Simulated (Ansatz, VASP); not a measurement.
**Pd in VASP and in Ansatz**

```
Pd
1.0
     0.00000    1.95128    1.95128
     1.95128    0.00000    1.95128
     1.95128    1.95128    0.00000
Pd
1
Direct
  0.00000 0.00000 0.00000
```

Alike in both runs: task single point; functional PBE; k mesh 18 × 18 × 18; occupations gaussian, width 0.1 eV; no spin polarisation.

```csv
,VASP,Ansatz
version,VASP 6.6.1,Ansatz 0.2.0
potentials or method,"VASP PAW PBE potentials, release 64 (Pd), cutoff 520 eV","scalar-relativistic, plane waves, PAW"
valence electrons in the cell,10,18
```

Ansatz gave:

| Quantity | Value |
| --- | --- |
| gap on the k mesh at the Fermi level (eV) | none |
| pressure (GPa) | 5.6 |

Problem. Which values does VASP return?

Solution. gap on the k mesh at the Fermi level (eV): none; pressure (GPa): 5.2.

A gap of «none» marks a metal or a gap that the smearing closes. VASP's potentials hold 10 valence electrons a cell and Ansatz's 18, so a difference there can come from the potentials and not from the codes.
